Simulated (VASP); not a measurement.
# SiO2 (I4/mmm) in VASP: further runs

The runs below take SiO2 through single point, relaxation of cell and atoms, with PBE.

Program: VASP 6.6.1. These are calculated values, not measurements. Logs are shortened: lines on timing, memory, paths and dates and some standing lists are left out, and cuts for length are marked.

## Step 1: The cell of the first run

Symmetry: I4/mmm, No. 139, tetragonal system. The conventional cell has a = 9.010 Å, b = 9.010 Å, c = 5.273 Å, α = 90.00°, β = 90.00°, γ = 90.00°. Within 2.1 Å of Si (site symmetry m2m) lie 4 O at 1.61 to 1.62 Å. O (site symmetry m2m) has 2 Si at 1.62 Å within 2.2 Å. Within 2.1 Å of O (site symmetry 2/m) lie 2 Si at 1.61 Å.

## Step 2: Single point, PBE

Contents of INCAR:

```
PREC     = Accurate       # precision mode
ENCUT    = 600            # plane-wave cutoff, eV
EDIFF    = 1E-6           # SCF threshold, eV
ISMEAR   = -1             # smearing method
SIGMA    = 0.05           # smearing width, eV
LREAL    = F              # projectors in reciprocal space
LASPH    = T              # aspherical terms in the spheres
NELM     = 120            # most SCF steps
ALGO     = Normal         # electronic algorithm
ISIF     = 2              # what is computed and relaxed
LWAVE    = F              # write WAVECAR
LCHARG   = F              # write CHGCAR
GGA      = PE             # functional
NBANDS   = 44             # bands
GGA_COMPAT= F
```

Contents of KPOINTS:

```
Automatic mesh
0
Gamma
  6 6 6
```

Contents of POSCAR:

```
SiO2
1.0
   -4.5049292956      4.5049292956      2.6363487034
    4.5049292956     -4.5049292956      2.6363487034
    4.5049292956      4.5049292956     -2.6363487034
Si O
4 8
Direct
    0.8230725418      0.8230725418      0.6461450836
    0.1769274582      0.8230725418      0.0000000000
    0.8230725418      0.1769274582      0.0000000000
    0.1769274582      0.1769274582      0.3538549164
    0.0000000000      0.7905336033      0.7905336033
    0.2094663967      0.0000000000      0.2094663967
    0.7905336033      0.0000000000      0.7905336033
    0.0000000000      0.2094663967      0.2094663967
    0.0000000000      0.0000000000      0.5000000000
    0.5000000000      0.0000000000      0.0000000000
    0.0000000000      0.5000000000      0.0000000000
    0.5000000000      0.5000000000      0.5000000000
```

Potentials or basis: VASP PAW PBE potentials, release 64 (Si, O).

Run with:

```
> cat potpaw_PBE.64/Si/POTCAR potpaw_PBE.64/O/POTCAR > POTCAR
> mpirun -np 1 vasp_std > vasp.out
```

OUTCAR:

```text
PREC = Accurate
   ENCUT = 600
   EDIFF = 1E-6
   ISMEAR = -1
   LREAL = F
   LASPH = T
   NELM = 120
   ISIF = 2
   GGA = PE

 ion  position               nearest neighbor table
   1  0.823  0.823  0.646-   9 1.61  12 1.61   5 1.62   7 1.62
   2  0.177  0.823  0.000-  10 1.61  11 1.61   5 1.62   6 1.62
   3  0.823  0.177  0.000-  10 1.61  11 1.61   7 1.62   8 1.62
   4  0.177  0.177  0.354-   9 1.61  12 1.61   6 1.62   8 1.62
   5  0.000  0.791  0.791-   2 1.62   1 1.62
   6  0.209  0.000  0.209-   2 1.62   4 1.62
   7  0.791  0.000  0.791-   3 1.62   1 1.62
   8  0.000  0.209  0.209-   3 1.62   4 1.62
   9  0.000  0.000  0.500-   1 1.61   4 1.61
  10  0.500  0.000  0.000-   2 1.61   3 1.61
  11  0.000  0.500  0.000-   2 1.61   3 1.61
  12  0.500  0.500  0.500-   1 1.61   4 1.61

  LATTYP: Found a body centered tetragonal cell.
 ALAT       =     9.0098585912
 C/A-ratio  =     0.5852142243

  Lattice vectors:

 A1 = (  -4.5049292956,   4.5049292956,   2.6363487034)
 A2 = (   4.5049292956,  -4.5049292956,   2.6363487034)
 A3 = (   4.5049292956,   4.5049292956,  -2.6363487034)

Analysis of symmetry for initial positions (statically):
=====================================================================
 Subroutine PRICEL returns:
 Original cell was already a primitive cell.

 Routine SETGRP: Setting up the symmetry group for a
 body centered tetragonal supercell.

 Subroutine GETGRP returns: Found 16 space group operations
 (whereof 16 operations were pure point group operations)
 out of a pool of 16 trial point group operations.

The static configuration has the point symmetry D_4h.

Analysis of symmetry for dynamics (positions and initial velocities):
=====================================================================
 Subroutine PRICEL returns:
 Original cell was already a primitive cell.

 Routine SETGRP: Setting up the symmetry group for a
 body centered tetragonal supercell.

 Subroutine GETGRP returns: Found 16 space group operations
 (whereof 16 operations were pure point group operations)
 out of a pool of 16 trial point group operations.

The dynamic configuration has the point symmetry D_4h.

 Subroutine INISYM returns: Found 16 space group operations
 (whereof 16 operations are pure point group operations),
 and found     1 'primitive' translations

----------------------------------------------------------------------------------------

                                     Primitive cell

  volume of cell :     214.0123

  direct lattice vectors                    reciprocal lattice vectors
    -4.504929296  4.504929296  2.636348703     0.000000000  0.110989533  0.189656247
     4.504929296 -4.504929296  2.636348703     0.110989533  0.000000000  0.189656247
     4.504929296  4.504929296 -2.636348703     0.110989533  0.110989533  0.000000000

  length of vectors
     6.894861159  6.894861159  6.894861159     0.219745690  0.219745690  0.156962903

  position of ions in fractional coordinates (direct lattice)
     0.823072542  0.823072542  0.646145084
     0.176927458  0.823072542  0.000000000
     0.823072542  0.176927458  0.000000000
     0.176927458  0.176927458  0.353854916
     0.000000000  0.790533603  0.790533603
     0.209466397  0.000000000  0.209466397
     0.790533603  0.000000000  0.790533603
     0.000000000  0.209466397  0.209466397
     0.000000000  0.000000000  0.500000000
     0.500000000  0.000000000  0.000000000
     0.000000000  0.500000000  0.000000000
     0.500000000  0.500000000  0.500000000

  ion indices of the primitive-cell ions
   primitive index   ion index
                 1           1
                 2           2
                 3           3
                 4           4
                 5           5
                 6           6
                 7           7
                 8           8
                 9           9
                10          10
                11          11
                12          12

----------------------------------------------------------------------------------------

 KPOINTS: Automatic mesh

Automatic generation of k-mesh.
 Grid dimensions read from file:
 generate k-points for:    6    6    6

 Generating k-lattice:

  Cartesian coordinates                     Fractional coordinates (reciprocal lattice)
     0.000000000  0.018498256  0.031609374     0.166666667  0.000000000 -0.000000000
     0.018498256  0.000000000  0.031609374     0.000000000  0.166666667 -0.000000000
     0.018498256  0.018498256  0.000000000     0.000000000  0.000000000  0.166666667

  Length of vectors
     0.036624282  0.036624282  0.026160484

  Shift w.r.t. Gamma in fractional coordinates (k-lattice)
     0.000000000  0.000000000  0.000000000

 Subroutine IBZKPT returns following result:
 ===========================================

 Found     30 irreducible k-points:

 Following reciprocal coordinates:
            Coordinates               Weight
  0.000000  0.000000  0.000000      1.000000
  0.166667 -0.000000  0.000000      8.000000
  0.333333 -0.000000  0.000000      8.000000
  0.500000  0.000000  0.000000      4.000000
  0.166667  0.166667  0.000000      8.000000
  0.333333  0.166667  0.000000     16.000000
[... 16 lines left out ...]
 -0.333333 -0.333333  0.166667      8.000000
 -0.166667 -0.333333  0.166667      8.000000
 [... further k-points ...]
   k-points           NKPTS =     30   k-points in BZ     NKDIM =     30   number of bands    NBANDS=     44
   number of dos      NEDOS =    301   number of ions     NIONS =     12
   total plane-waves  NPLWV = 175616
   dimension x,y,z NGX =    56 NGY =   56 NGZ =   56
   dimension x,y,z NGXF=   112 NGYF=  112 NGZF=  112
   ions per type =               4   8
   NGX,Y,Z   is equivalent  to a cutoff of  13.50, 13.50, 13.50 a.u.
   NGXF,Y,Z  is equivalent  to a cutoff of  27.00, 27.00, 27.00 a.u.
 SYSTEM =  unknown system
   PREC   = accura    normal or accurate (medium, high low for compatibility)
   ISTART =      0    job   : 0-new  1-cont  2-samecut
   ICHARG =      2    charge: 1-file 2-atom 10-const
   ISPIN  =      1    spin polarized calculation?
   LNONCOLLINEAR =      F non collinear calculations
   LSORBIT =      F    spin-orbit coupling
   LASPH  =      T    aspherical Exc in radial PAW
   ENCUT  =  600.0 eV  44.10 Ry    6.64 a.u.  13.77 13.77 13.77*2*pi/ulx,y,z
   NELM   =    120;   NELMIN=  2; NELMDL= -5     # of ELM steps
   EDIFF  = 0.1E-05   stopping-criterion for ELM
   LREAL  =      F    real-space projection
   EDIFFG = 0.1E-04   stopping-criterion for IOM
   NSW    =      0    number of steps for IOM
   IBRION =     -1    ionic relax: 0-MD 1-quasi-New 2-CG
   NFREE  =      0    steps in history (QN), initial steepest desc. (CG)
   ISIF   =      2    stress and relaxation
   ISYM   =      2    0-nonsym 1-usesym 2-fastsym
   POTIM  = 0.5000    time-step for ionic-motion
   TEBEG  =    0.0;   TEEND  =   0.0 temperature during run
   PSTRESS=    0.0 pullay stress
   NELECT =      64.0000    total number of electrons
   NUPDOWN=      -1.0000    fix difference up-down
   EMIN   =  10.00;   EMAX   =-10.00  energy-range for DOS
   EFERMI =   0.00;   METHOD = LEGACY
   ISMEAR =    -1;   SIGMA  =   0.05  broadening in eV -4-tet -1-fermi 0-gaus
   EFERMI_NEDOS =   21; number of points for ismear=-14 and -15
   IALGO  =     38    algorithm
   IMIX   =      4    mixing-type and parameters
     AMIX     =   0.40;   BMIX     =  1.00
     AMIX_MAG =   1.60;   BMIX_MAG =  1.00
  volume/ion in A,a.u.               =      17.83       120.35
  Fermi-wavevector in a.u.,A,eV,Ry     =   1.094767  2.068811 16.306798  1.198516
  Thomas-Fermi vector in A             =   2.231078
   LORBIT       =      0    0 simple, 1 ext, 2 COOP (PROOUT), +10 PAW based schemes
   GGA     = PE    functional components
   LHFCALC =     F    Hartree Fock is set to
   AEXX    =    0.0000 exact exchange contribution
   IVDW    =     0    specifies the selected vdW correction
   LEPSILON=     F    determine dielectric tensor
   LRPA    =     F    only Hartree local field effects (RPA)
 non-spin polarized calculation
  energy-cutoff  :      600.00
  volume of cell :      214.01
 maximum number of plane-waves:      7166
   NGX = 27   NGY = 27   NGZ = 27

 number of electron      63.9999994 magnetization

 Free energy of the ion-electron system (eV)
  ---------------------------------------------------
  ext. energy  EPLUGINS =         0.00000000
  ---------------------------------------------------
  free energy    TOTEN  =       -94.89348683 eV

  energy without entropy =      -94.89348683  energy(sigma->0) =      -94.89348683

 E-fermi :  -0.0652     XC(G=0):  -7.2598

 val. band max:       -1.2052421305   @ k =   0.5000   0.5000   0.5000
 cond. band min:       4.1523634274   @ k =   0.0000   0.0000   0.0000
 fundamental gap:      5.3576055579
 Fermi energy:        -0.0651602676

 k-point     1 :       0.0000    0.0000    0.0000
  band No.  band energies     occupation
      1     -20.5606      2.00000
      2     -19.7136      2.00000
      3     -19.2025      2.00000
      4     -19.2025      2.00000
      5     -18.6094      2.00000
      6     -18.5854      2.00000
[... 36 lines left out ...]
     43       9.7161      0.00000
     44       9.8629      0.00000

 k-point     2 :       0.1667   -0.0000    0.0000
  band No.  band energies     occupation
      1     -20.4946      2.00000
      2     -19.7132      2.00000
      3     -19.2988      2.00000
      4     -19.2005      2.00000
      5     -18.6086      2.00000
      6     -18.5887      2.00000
[... 1026 lines left out ...]
 k-point    24 :      -0.1667   -0.3333    0.1667
  band No.  band energies     occupation
      1     -20.1745      2.00000
      2     -19.7089      2.00000
      3     -19.7078      2.00000
      4     -19.2049      2.00000
      5     -18.6138      2.00000
      6     -18.5955      2.00000
[... 36 lines left out ...]
     43       9.7099      0.00000
     44       9.8208      0.00000

 [... further k-points ...]

------------------------ aborting loop because EDIFF is reached ----------------------------------------

  FORCE on cell =-STRESS in cart. coord.  units (eV):
  Direction    XX          YY          ZZ          XY          YZ          ZX
  --------------------------------------------------------------------------------------
  -------------------------------------------------------------------------------------
  Total       -0.2188605     -0.2188605     -0.2491542      0.0000000      0.0000000      0.0000000
  in kB       -1.6384727     -1.6384727     -1.8652625      0.0000000      0.0000000      0.0000000
  external PRESSURE =      -1.7140693 kB  Pullay stress =       0.0000000 kB

 VOLUME and BASIS-vectors are now :
 -----------------------------------------------------------------------------
  energy-cutoff  :      600.00
  volume of cell :      214.01
      direct lattice vectors                 reciprocal lattice vectors
    -4.504929296  4.504929296  2.636348703     0.000000000  0.110989533  0.189656247
     4.504929296 -4.504929296  2.636348703     0.110989533  0.000000000  0.189656247
     4.504929296  4.504929296 -2.636348703     0.110989533  0.110989533  0.000000000

 POSITION                                       TOTAL-FORCE (eV/Angst)
 -----------------------------------------------------------------------------------
      2.91084      2.91084      2.63635        -0.018138     -0.018138      0.000000
      2.91084     -2.91084      2.63635        -0.018138      0.018138      0.000000
     -2.91084      2.91084      2.63635         0.018138     -0.018138      0.000000
      1.59409      1.59409     -0.00000         0.018138      0.018138     -0.000000
      7.12260      0.00000      0.00000         0.014243      0.000000      0.000000
      0.00000      1.88726      0.00000         0.000000     -0.014243     -0.000000
      0.00000      7.12260      0.00000         0.000000      0.014243      0.000000
      1.88726      0.00000      0.00000        -0.014243      0.000000     -0.000000
      2.25246      2.25246     -1.31817         0.000000      0.000000      0.000000
     -2.25246      2.25246      1.31817         0.000000      0.000000      0.000000
      2.25246     -2.25246      1.31817         0.000000      0.000000      0.000000
      2.25246      2.25246      1.31817         0.000000      0.000000      0.000000
 -----------------------------------------------------------------------------------
    total drift:                               -0.000000      0.000000      0.000000

  FREE ENERGIE OF THE ION-ELECTRON SYSTEM (eV)
  ---------------------------------------------------
  free  energy   TOTEN  =       -94.8934868264 eV

  energy  without entropy=      -94.8934868263  energy(sigma->0) =      -94.89348683
```

It took 5.7 min on 1 thread of Oxide Virtual Turin-like, shared host; peak memory 0.53 GiB.

Results:

```
Free energy            : -94.8935 eV
Pressure               : -0.2 GPa
Largest force          : 0.026 eV/Å
Band gap on the k mesh : 5.36 eV
```

Forces on the atoms (eV/Å):
```
Si  -0.018 -0.018  0.000
Si  -0.018  0.018  0.000
Si   0.018 -0.018  0.000
Si   0.018  0.018  0.000
O    0.014  0.000  0.000
O    0.000 -0.014  0.000
O    0.000  0.014  0.000
O   -0.014  0.000  0.000
O    0.000  0.000  0.000
O    0.000  0.000  0.000
O    0.000  0.000  0.000
O    0.000  0.000  0.000
```

A k mesh can miss the band edges.

## Step 3: Relaxation of cell and atoms, PBE

This run uses another cell than the first one, of 17.41 Å³/atom.

Contents of INCAR:

```
SYSTEM = SiO2
PREC = Accurate
ENCUT = 600
EDIFF = 1E-7
ISMEAR = -1
SIGMA = 0.05
LREAL = .FALSE.
LASPH = .TRUE.
NELM = 120
ALGO = Normal
ISIF = 3
LWAVE = .FALSE.
LCHARG = .FALSE.
GGA = PE
IBRION = 2
NSW = 60
EDIFFG = -0.01
GGA_COMPAT = .FALSE.
NELMIN = 4
```

Contents of KPOINTS:

```
Automatic mesh
0
G
  6 6 6
  0 0 0
```

Contents of POSCAR:

```
SiO2
1.0
   -4.4720405200      4.4720405200      2.6117703500
    4.4720405200     -4.4720405200      2.6117703500
    4.4720405200      4.4720405200     -2.6117703500
Si O
4 8
Direct
    0.8231114200      0.8231114200      0.6462228400
    0.1768885800      0.8231114200      0.0000000000
    0.8231114200      0.1768885800      0.0000000000
    0.1768885800      0.1768885800      0.3537771600
    0.0000000000      0.7914513400      0.7914513400
    0.2085486600      0.0000000000      0.2085486600
    0.7914513400      0.0000000000      0.7914513400
    0.0000000000      0.2085486600      0.2085486600
    0.0000000000      0.0000000000      0.5000000000
    0.5000000000      0.0000000000      0.0000000000
    0.0000000000      0.5000000000      0.0000000000
    0.5000000000      0.5000000000      0.5000000000
```

Potentials or basis: VASP PAW PBE potentials, release 64 (Si, O).

Run with:

```
> cat potpaw_PBE.64/Si/POTCAR potpaw_PBE.64/O/POTCAR > POTCAR
> mpirun -np 1 vasp_std > vasp.out
```

Wall time 49 min (1 thread of Oxide Virtual Turin-like, shared host); peak memory 0.54 GiB.

Results (log left out):

```
Free energy                           : -94.8839 eV
Relaxed volume                        : 17.82 Å³/atom
Relaxed cell                          : a = 6.892 Å, b = 6.892 Å, c = 6.892 Å, α = 98.41°, β = 98.41°, γ = 135.03°
Space group after relaxing (to 0.1 Å) : I4/mmm (No. 139)
Energy gained by relaxing             : 4.6 meV/atom
Ionic steps                           : 10
Pressure after relaxing               : 0.0 GPa
Largest force after relaxing          : 0.004 eV/Å
Band gap on the k mesh                : 5.36 eV
```

Forces on the atoms (eV/Å):
```
Si  -0.003 -0.003  0.000
Si  -0.003  0.003  0.000
Si   0.003 -0.003  0.000
Si   0.003  0.003  0.000
O   -0.002  0.000  0.000
O    0.000  0.002  0.000
O    0.000 -0.002  0.000
O    0.002  0.000  0.000
O    0.000  0.000  0.000
O    0.000  0.000  0.000
O    0.000  0.000  0.000
O    0.000  0.000  0.000
```

Step by step:
```
step  energy change (eV)  largest force (eV/Å)  pressure (GPa)  volume (Å³)
   1              0.0000                0.2022            3.51       208.93
   2              0.0368                0.2034           -4.15       220.67
   3             -0.0552                0.0181           -0.03       213.95
   4             -0.0552                0.0217            0.04       213.85
   5             -0.0553                0.0170            0.04       213.83
   6             -0.0554                0.0519            0.04       213.75
   7             -0.0554                0.0343            0.04       213.78
   8             -0.0554                0.0170            0.02       213.79
   9             -0.0555                0.0163           -0.01       213.82
  10             -0.0555                0.0039            0.00       213.81
```

Final structure:
```xyz
12
Lattice="-4.5032 4.5032 2.6358 4.5032 -4.5032 2.6358 4.5032 4.5032 -2.6358" Properties=species:S:1:pos:R:3 pbc="T T T"
Si    2.9094    2.9094    2.6358
Si    2.9094   -2.9094    2.6358
Si   -2.9094    2.9094    2.6358
Si    1.5938    1.5938    0.0000
O     7.1207    0.0000    0.0000
O     0.0000    1.8858    0.0000
O     0.0000    7.1207    0.0000
O     1.8858    0.0000    0.0000
O     2.2516    2.2516   -1.3179
O    -2.2516    2.2516    1.3179
O     2.2516   -2.2516    1.3179
O     2.2516    2.2516    1.3179
```

Levels at points of the mesh, in eV from the valence-band top:
```csv
k point,band 28,band 29,band 30,band 31,band 32,band 33,band 34,band 35,band 36,band 37
"(0.00, 0.00, 0.00)",-1.34,-0.81,-0.66,-0.02,0.00,5.36,8.26,8.41,8.63,9.10
"(0.50, 0.00, 0.00)",-1.10,-1.07,-0.74,-0.57,-0.25,7.52,7.69,8.59,8.71,9.17
"(0.50, 0.50, 0.00)",-0.72,-0.44,-0.38,-0.37,-0.24,6.50,6.89,8.49,8.76,9.27
"(0.50, 0.50, 0.50)",-0.98,-0.98,-0.18,0.00,0.00,7.45,7.45,7.57,8.02,8.60
```

A k mesh can miss the band edges.
